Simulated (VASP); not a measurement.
Runs of VASP 6.6.1 on Ti. The structure is that of space group Fm-3m (No. 225), or close to it. The cells are those of the table. 

```csv
cell,gap on the mesh (eV),pressure (GPa)
"a = 2.986 Å, angles 60.0°, 1 atom",none,-7.3
"a = 2.871 Å, angles 60.0°, 1 atom",none,4.4
"a = 2.910 Å, angles 60.0°, 1 atom",none,(a)
"a = 3.022 Å, angles 60.0°, 1 atom",none,(b)
"a = 2.948 Å, angles 60.0°, 1 atom",none,-4.1
```

Alike in all rows: task single point; level PBE; potentials or basis VASP PAW PBE potentials, release 64 (Ti_sv); no spin polarisation; k mesh 22 × 22 × 22; cutoff (eV) 520; smearing fermi-dirac 0.1 eV.

Task: Fill in the values left out.

Result: (a) -0.2; (b) -10.0.

A gap of «none» marks levels without a gap at the run's occupations.
